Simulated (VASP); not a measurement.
# HfO2 (R3) in VASP: relaxation of the atoms with PBEsol

Aim: the relaxation of the atoms of HfO2 with PBEsol.

Everything below comes from runs of VASP 6.6.1. Logs are shortened: lines on timing, memory, paths and dates and some standing lists are left out, and cuts for length are marked.

### 1 The cell of the first run

The structure is trigonal, space group R3 (No. 146). Conventional cell: a = 7.200 Å, b = 7.200 Å, c = 8.880 Å, α = 90.00°, β = 90.00°, γ = 120.00°. Hf (site symmetry 3) has 7 O at 1.79 to 2.46 Å within 2.5 Å. Within 2.6 Å of Hf (site symmetry 1) lie 8 O at 1.89 to 2.59 Å. O (site symmetry 3) has 4 Hf at 2.19 to 2.72 Å and 6 O at 2.46 to 2.79 Å within 2.9 Å. Within 2.6 Å of O (site symmetry 1) lie 4 Hf at 1.79 to 2.59 Å and 3 O at 2.46 to 2.47 Å. Within 2.5 Å of O (site symmetry 1) lie 4 Hf at 1.89 to 2.46 Å and 3 O at 2.16 to 2.47 Å. Within 2.8 Å of O (site symmetry 3) lie 4 Hf at 2.11 to 2.13 Å and 3 O at 2.16 Å.

### 2 Relaxation of the atoms, PBEsol

Contents of INCAR:

```
  PREC = Accurate
  ENCUT = 520
  EDIFF = 1E-7
  ISMEAR = 0
  SIGMA = 0.01
  LREAL = F
  LASPH = T
  NELM = 80
  ALGO = Normal
  ISIF = 2
  LWAVE = F
  LCHARG = F
  GGA = PS
  IBRION = 2
  NSW = 100
  EDIFFG = -0.004
```

Contents of KPOINTS:

```
regular mesh
0
Gamma
  4 4 4
```

Contents of POSCAR:

```
HfO2
1.0
    5.1030693465      0.0119005220      0.0119005220
    0.0119005220      5.1030693465      0.0119005220
    0.0119005220      0.0119005220      5.1030693465
Hf O
4 8
Direct
    0.9999575415      0.9999575415      0.9999575415
    0.0006980717      0.5241445300      0.5148463664
    0.5148463664      0.0006980717      0.5241445300
    0.5241445300      0.5148463664      0.0006980717
    0.3058111040      0.3058111040      0.3058111040
    0.2305878227      0.2090216287      0.8395322775
    0.2090216287      0.8395322775      0.2305878227
    0.3391052526      0.7422430617      0.7738686117
    0.8395322775      0.2305878227      0.2090216287
    0.7738686117      0.3391052526      0.7422430617
    0.7422430617      0.7738686117      0.3391052526
    0.7625821331      0.7625821331      0.7625821331
```

Potentials or basis: VASP PAW PBE potentials, release 64 (Hf_pv, O).

Run with:

```console
> cat potpaw_PBE.64/Hf_pv/POTCAR potpaw_PBE.64/O/POTCAR > POTCAR
> mpirun -np 1 vasp_std > vasp.out
```

OUTCAR:

```text
PREC = Accurate
   ENCUT = 520
   EDIFF = 1E-7
   ISMEAR = 0
   LREAL = F
   LASPH = T
   NELM = 80
   ISIF = 2
   GGA = PS
   IBRION = 2
   NSW = 100
   EDIFFG = -0.004

 ion  position               nearest neighbor table
   1  1.000  1.000  1.000-   9 1.79   7 1.79   6 1.79  12 2.11  10 2.46  11 2.46   8 2.46   5 2.72
                             2 3.48   3 3.48   4 3.48   4 3.57   3 3.57   2 3.57   2 3.64   3 3.64
   2  0.001  0.524  0.515-  10 1.89  11 2.04  12 2.13   5 2.19   9 2.32   7 2.41   8 2.45   6 2.59
                             3 3.47   4 3.47   1 3.48   1 3.57   3 3.59   4 3.59   1 3.64   4 3.65
   3  0.515  0.001  0.524-  11 1.89   8 2.04  12 2.13   5 2.19   7 2.32   6 2.41  10 2.45   9 2.59
                             2 3.47   4 3.47   1 3.48   1 3.57   4 3.59   2 3.59   1 3.64   2 3.65
   4  0.524  0.515  0.001-   8 1.89  10 2.04  12 2.13   5 2.19   6 2.32   9 2.41  11 2.45   7 2.59
                             2 3.47   3 3.47   1 3.48   1 3.57   2 3.59   3 3.59   1 3.64   3 3.65
   5  0.306  0.306  0.306-   2 2.19   3 2.19   4 2.19   1 2.72
   6  0.231  0.209  0.840-   1 1.79   4 2.32   3 2.41   2 2.59
   7  0.209  0.840  0.231-   1 1.79   3 2.32   2 2.41   4 2.59
   8  0.339  0.742  0.774-   4 1.89   3 2.04   2 2.45   1 2.46
   9  0.840  0.231  0.209-   1 1.79   2 2.32   4 2.41   3 2.59
  10  0.774  0.339  0.742-   2 1.89   4 2.04   3 2.45   1 2.46
  11  0.742  0.774  0.339-   3 1.89   2 2.04   4 2.45   1 2.46
  12  0.763  0.763  0.763-   1 2.11   3 2.13   2 2.13   4 2.13

  LATTYP: Found a trigonal (rhomboedric) cell.
 ALAT       =     5.1030970988
 COS(alpha) =     0.0046694520

  Lattice vectors:

 A1 = (   5.1030693465,   0.0119005220,   0.0119005220)
 A2 = (   0.0119005220,   5.1030693465,   0.0119005220)
 A3 = (   0.0119005220,   0.0119005220,   5.1030693465)

Analysis of symmetry for initial positions (statically):
=====================================================================
 Subroutine PRICEL returns:
 Original cell was already a primitive cell.

 Routine SETGRP: Setting up the symmetry group for a
 trigonal (rhombohedral) supercell.

 Subroutine GETGRP returns: Found  3 space group operations
 (whereof  3 operations were pure point group operations)
 out of a pool of 12 trial point group operations.

The static configuration has the point symmetry C_3 .

Analysis of symmetry for dynamics (positions and initial velocities):
=====================================================================
 Subroutine PRICEL returns:
 Original cell was already a primitive cell.

 Routine SETGRP: Setting up the symmetry group for a
 trigonal (rhombohedral) supercell.

 Subroutine GETGRP returns: Found  3 space group operations
 (whereof  3 operations were pure point group operations)
 out of a pool of 12 trial point group operations.

The dynamic configuration has the point symmetry C_3 .

 Subroutine INISYM returns: Found  3 space group operations
 (whereof  3 operations are pure point group operations),
 and found     1 'primitive' translations

----------------------------------------------------------------------------------------

                                     Primitive cell

  volume of cell :     132.8885

  direct lattice vectors                    reciprocal lattice vectors
     5.103069346  0.011900522  0.011900522     0.195962622 -0.000455928 -0.000455928
     0.011900522  5.103069346  0.011900522    -0.000455928  0.195962622 -0.000455928
     0.011900522  0.011900522  5.103069346    -0.000455928 -0.000455928  0.195962622

  length of vectors
     5.103097099  5.103097099  5.103097099     0.195963683  0.195963683  0.195963683

  position of ions in fractional coordinates (direct lattice)
     0.999957542  0.999957542  0.999957542
     0.000698072  0.524144530  0.514846366
     0.514846366  0.000698072  0.524144530
     0.524144530  0.514846366  0.000698072
     0.305811104  0.305811104  0.305811104
     0.230587823  0.209021629  0.839532277
     0.209021629  0.839532277  0.230587823
     0.339105253  0.742243062  0.773868612
     0.839532277  0.230587823  0.209021629
     0.773868612  0.339105253  0.742243062
     0.742243062  0.773868612  0.339105253
     0.762582133  0.762582133  0.762582133

  ion indices of the primitive-cell ions
   primitive index   ion index
                 1           1
                 2           2
                 3           3
                 4           4
                 5           5
                 6           6
                 7           7
                 8           8
                 9           9
                10          10
                11          11
                12          12

----------------------------------------------------------------------------------------

 KPOINTS: regular mesh

Automatic generation of k-mesh.
 Grid dimensions read from file:
 generate k-points for:    4    4    4

 Generating k-lattice:

  Cartesian coordinates                     Fractional coordinates (reciprocal lattice)
     0.048990656 -0.000113982 -0.000113982     0.250000000  0.000000000  0.000000000
    -0.000113982  0.048990656 -0.000113982     0.000000000  0.250000000  0.000000000
    -0.000113982 -0.000113982  0.048990656     0.000000000  0.000000000  0.250000000

  Length of vectors
     0.048990921  0.048990921  0.048990921

  Shift w.r.t. Gamma in fractional coordinates (k-lattice)
     0.000000000  0.000000000  0.000000000

 Subroutine IBZKPT returns following result:
 ===========================================

 Found     14 irreducible k-points:

 Following reciprocal coordinates:
            Coordinates               Weight
  0.000000  0.000000  0.000000      1.000000
  0.250000  0.000000  0.000000      6.000000
  0.500000  0.000000  0.000000      3.000000
  0.250000  0.250000  0.000000      6.000000
  0.500000  0.250000  0.000000      6.000000
  0.500000  0.000000 -0.250000      6.000000
 -0.250000  0.250000  0.000000      6.000000
  0.500000  0.500000  0.000000      3.000000
  0.250000  0.250000  0.250000      2.000000
  0.500000  0.250000  0.250000      6.000000
 -0.250000  0.250000  0.250000      6.000000
  0.500000  0.500000  0.250000      6.000000
 -0.250000  0.500000  0.250000      6.000000
  0.500000  0.500000  0.500000      1.000000
   k-points           NKPTS =     14   k-points in BZ     NKDIM =     14   number of bands    NBANDS=     52
   number of dos      NEDOS =    301   number of ions     NIONS =     12
   total plane-waves  NPLWV =  64000
   dimension x,y,z NGX =    40 NGY =   40 NGZ =   40
   dimension x,y,z NGXF=    80 NGYF=   80 NGZF=   80
   ions per type =               4   8
   NGX,Y,Z   is equivalent  to a cutoff of  13.03, 13.03, 13.03 a.u.
   NGXF,Y,Z  is equivalent  to a cutoff of  26.06, 26.06, 26.06 a.u.
 SYSTEM =  unknown system
   PREC   = accura    normal or accurate (medium, high low for compatibility)
   ISTART =      0    job   : 0-new  1-cont  2-samecut
   ICHARG =      2    charge: 1-file 2-atom 10-const
   ISPIN  =      1    spin polarized calculation?
   LNONCOLLINEAR =      F non collinear calculations
   LSORBIT =      F    spin-orbit coupling
   LASPH  =      T    aspherical Exc in radial PAW
   ENCUT  =  520.0 eV  38.22 Ry    6.18 a.u.   9.49  9.49  9.49*2*pi/ulx,y,z
   NELM   =     80;   NELMIN=  2; NELMDL= -5     # of ELM steps
   EDIFF  = 0.1E-06   stopping-criterion for ELM
   LREAL  =      F    real-space projection
   EDIFFG = -.4E-02   stopping-criterion for IOM
   NSW    =    100    number of steps for IOM
   IBRION =      2    ionic relax: 0-MD 1-quasi-New 2-CG
   NFREE  =      1    steps in history (QN), initial steepest desc. (CG)
   ISIF   =      2    stress and relaxation
   ISYM   =      2    0-nonsym 1-usesym 2-fastsym
   POTIM  = 0.5000    time-step for ionic-motion
   TEBEG  =    0.0;   TEEND  =   0.0 temperature during run
   PSTRESS=    0.0 pullay stress
   NELECT =      88.0000    total number of electrons
   NUPDOWN=      -1.0000    fix difference up-down
   EMIN   =  10.00;   EMAX   =-10.00  energy-range for DOS
   EFERMI =   0.00;   METHOD = LEGACY
   ISMEAR =     0;   SIGMA  =   0.01  broadening in eV -4-tet -1-fermi 0-gaus
   EFERMI_NEDOS =   21; number of points for ismear=-14 and -15
   IALGO  =     38    algorithm
   IMIX   =      4    mixing-type and parameters
     AMIX     =   0.40;   BMIX     =  1.00
     AMIX_MAG =   1.60;   BMIX_MAG =  1.00
  volume/ion in A,a.u.               =      11.07        74.73
  Fermi-wavevector in a.u.,A,eV,Ry     =   1.426943  2.696531 27.703723  2.036166
  Thomas-Fermi vector in A             =   2.547166
   LORBIT       =      0    0 simple, 1 ext, 2 COOP (PROOUT), +10 PAW based schemes
   GGA     = PS    functional components
   LHFCALC =     F    Hartree Fock is set to
   AEXX    =    0.0000 exact exchange contribution
   IVDW    =     0    specifies the selected vdW correction
   LEPSILON=     F    determine dielectric tensor
   LRPA    =     F    only Hartree local field effects (RPA)
 conjugate gradient relaxation of ions
 non-spin polarized calculation
 Gauss-broadening in eV      SIGMA  =   0.01
  energy-cutoff  :      520.00
  volume of cell :      132.89
 maximum number of plane-waves:      3623
 NGX is ok and might be reduce to    40
   NGX = 19   NGY = 19   NGZ = 19

--------------------------------------- Ionic step        1  -------------------------------------------

 number of electron      88.0000008 magnetization

 Free energy of the ion-electron system (eV)
  ---------------------------------------------------
  ext. energy  EPLUGINS =         0.00000000
  ---------------------------------------------------
  free energy    TOTEN  =      -120.36105927 eV

  energy without entropy =     -120.36105927  energy(sigma->0) =     -120.36105927

------------------------ aborting loop because EDIFF is reached ----------------------------------------

  FORCE on cell =-STRESS in cart. coord.  units (eV):
  Direction    XX          YY          ZZ          XY          YZ          ZX
  --------------------------------------------------------------------------------------
  -------------------------------------------------------------------------------------
  Total       14.2525873     14.2525873     14.2525873     -4.0352238     -4.0352238     -4.0352238
  in kB      171.8371082    171.8371082    171.8371082    -48.6508991    -48.6508991    -48.6508991
  external PRESSURE =     171.8371082 kB  Pullay stress =       0.0000000 kB
[... 119 lines left out ...]
  FREE ENERGIE OF THE ION-ELECTRON SYSTEM (eV)
  ---------------------------------------------------
  free  energy   TOTEN  =      -125.3578101482 eV

  energy  without entropy=     -125.3578101482  energy(sigma->0) =     -125.35781015

[... ionic steps 4 to 47 ...]

--------------------------------------- Ionic step       48  -------------------------------------------

 number of electron      88.0000010 magnetization

------------------------ aborting loop because EDIFF is reached ----------------------------------------

  FORCE on cell =-STRESS in cart. coord.  units (eV):
  Direction    XX          YY          ZZ          XY          YZ          ZX
  --------------------------------------------------------------------------------------
  -------------------------------------------------------------------------------------
  Total       -6.4618038     -6.4618038     -6.4618038     -0.1610463     -0.1610463     -0.1610463
  in kB      -77.9070956    -77.9070956    -77.9070956     -1.9416637     -1.9416637     -1.9416637
  external PRESSURE =     -77.9070956 kB  Pullay stress =       0.0000000 kB
[... 77 lines left out ...]
  energy  without entropy=     -126.6267791307  energy(sigma->0) =     -126.62677913

--------------------------------------- Ionic step       50  -------------------------------------------

 number of electron      88.0000010 magnetization

 Free energy of the ion-electron system (eV)
  ---------------------------------------------------
  ext. energy  EPLUGINS =         0.00000000
  ---------------------------------------------------
  free energy    TOTEN  =      -126.62678071 eV

  energy without entropy =     -126.62678071  energy(sigma->0) =     -126.62678071

 E-fermi :   3.4412     XC(G=0): -11.9935

 val. band max:        3.3156857672   @ k =   0.5000   0.0000   0.0000
 cond. band min:       7.5633521529   @ k =   0.0000   0.0000   0.0000
 fundamental gap:      4.2476663857
 Fermi energy:         3.4412483390

 k-point     1 :       0.0000    0.0000    0.0000
  band No.  band energies     occupation
      1     -26.1524      2.00000
      2     -26.1420      2.00000
      3     -26.1420      2.00000
      4     -25.9026      2.00000
      5     -25.9026      2.00000
      6     -25.8975      2.00000
[... 798 lines left out ...]
  FREE ENERGIE OF THE ION-ELECTRON SYSTEM (eV)
  ---------------------------------------------------
  free  energy   TOTEN  =      -126.6267807105 eV

  energy  without entropy=     -126.6267807105  energy(sigma->0) =     -126.62678071

 reached required accuracy - stopping structural energy minimisation
```

Wall time 55 min (1 thread of Intel Xeon Platinum 8259CL at 2.50GHz (Skylake/Cascade Lake), shared host); peak memory 0.28 GiB.

Results:

* Free energy: -126.6268 eV
* Energy gained by relaxing: 522.1 meV/atom
* Ionic steps: 50
* Pressure after relaxing: -7.8 GPa
* Largest force after relaxing: 0.003 eV/Å
* Band gap on the k mesh: 4.25 eV (least direct gap 4.28 eV)

Forces in eV/Å, atoms in the order of the input:
```
Hf   0.000  0.000  0.000
Hf  -0.001  0.000  0.000
Hf   0.000 -0.001  0.000
Hf   0.000  0.000 -0.001
O    0.000  0.000  0.000
O    0.002  0.002 -0.002
O    0.002 -0.002  0.002
O    0.000 -0.001  0.000
O   -0.002  0.002  0.002
O    0.000  0.000 -0.001
O   -0.001  0.000  0.000
O   -0.001 -0.001 -0.001
```

Stress tensor (GPa, compression positive):
```
-7.79 -0.20 -0.20
-0.20 -7.79 -0.20
-0.20 -0.20 -7.79
```

The path:
```csv
step,energy change (eV),largest force (eV/Å),pressure (GPa)
1,0.0000,8.7318,17.18
3,-4.9968,7.1315,-2.79
5,-5.8358,1.6820,-5.69
7,-6.2006,0.3782,-6.75
9,-6.2083,0.1373,-6.79
11,-6.2126,0.1929,-6.91
13,-6.2193,0.1163,-6.99
15,-6.2214,0.1767,-7.03
17,-6.2344,0.1744,-7.11
19,-6.2472,0.3529,-7.18
21,-6.2569,0.1153,-7.36
23,-6.2629,0.0660,-7.59
25,-6.2643,0.0530,-7.74
27,-6.2648,0.0377,-7.79
29,-6.2652,0.0286,-7.81
31,-6.2655,0.0321,-7.84
33,-6.2656,0.0132,-7.82
35,-6.2657,0.0084,-7.81
37,-6.2657,0.0117,-7.80
39,-6.2657,0.0052,-7.79
41,-6.2657,0.0041,-7.79
43,-6.2657,0.0076,-7.79
45,-6.2657,0.0065,-7.79
47,-6.2657,0.0043,-7.79
49,-6.2657,0.0046,-7.79
50,-6.2657,0.0032,-7.79
```

Final structure:
```cif
data_structure
_symmetry_space_group_name_H-M 'P 1'
_symmetry_Int_Tables_number 1
_cell_length_a 5.1031
_cell_length_b 5.1031
_cell_length_c 5.1031
_cell_angle_alpha 89.732
_cell_angle_beta 89.732
_cell_angle_gamma 89.732
_cell_volume 132.89
loop_
_atom_site_label
_atom_site_type_symbol
_atom_site_fract_x
_atom_site_fract_y
_atom_site_fract_z
_atom_site_occupancy
Hf1 Hf 0.01863 0.01863 0.01863 1
Hf2 Hf 0.02090 0.52032 0.52032 1
Hf3 Hf 0.52032 0.02090 0.52032 1
Hf4 Hf 0.52032 0.52032 0.02090 1
O1 O 0.30069 0.30069 0.30069 1
O2 O 0.24836 0.24835 0.79306 1
O3 O 0.24835 0.79306 0.24836 1
O4 O 0.29900 0.74058 0.74058 1
O5 O 0.79306 0.24836 0.24835 1
O6 O 0.74058 0.29900 0.74058 1
O7 O 0.74058 0.74058 0.29900 1
O8 O 0.79162 0.79162 0.79162 1
```

Levels at points of the mesh, in eV from the valence-band top:
```
           k point  band 40  band 41  band 42  band 43  band 44  band 45  band 46  band 47  band 48  band 49
(0.00, 0.00, 0.00)    -0.27    -0.27    -0.05    -0.05    -0.04     4.25     4.25     5.24     5.24     5.41
(0.50, 0.00, 0.00)    -0.33    -0.10    -0.09    -0.01     0.00     4.89     4.99     5.36     5.58     5.62
(0.50, 0.50, 0.00)    -1.35    -0.45    -0.36    -0.23    -0.22     4.70     4.73     5.25     5.41     5.56
(0.50, 0.50, 0.50)    -1.22    -1.19    -1.01    -0.99    -0.99     4.96     4.96     5.02     5.20     5.21
```

Caveat: the PAW data sets were made with another functional, which shifts forces and pressure a little; spin-orbit coupling is left out, which moves the levels of the heavy elements. A k mesh can miss the band edges.
